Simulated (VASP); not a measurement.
Ge, 2 atoms in the cell. It takes space group I4_1/amd (No. 141, tetragonal). Conventional cell: a = 5.149 Å, b = 5.149 Å, c = 2.795 Å, α = 90.00°, β = 90.00°, γ = 90.00°. Ge (site symmetry -4m2) has 10 Ge at 2.67 to 3.32 Å within 3.5 Å. 

* Program: VASP 6.6.1
* Task: single point
* Functional: BLYP
* Potentials or basis: VASP PAW PBE potentials, release 64 (Ge_d)
* Cutoff: 520 eV
* k mesh: 11 × 11 × 11
* Occupations: fermi-dirac, width 0.05 eV
* Spin: no spin polarisation
* Dipole correction: no
* Further INCAR settings: ALGO = Normal; EDIFF = 1e-06; NBANDS = 21

Potentials or basis: VASP PAW PBE potentials, release 64 (Ge_d).

Command:

```sh
$ cat potpaw_PBE.64/Ge_d/POTCAR > POTCAR
$ mpirun -np 1 vasp_std > vasp.out
```

Hardware: 1 thread of Intel(R) Xeon(R) 6975P-C (Granite Rapids), with other jobs on the host.

Task: Estimate the wall time of this run.

Result: Run time: 48 s on 1 thread of Intel(R) Xeon(R) 6975P-C (Granite Rapids) (shared host), peak memory 0.21 GiB. Counts: scf iterations 11, k points 126.
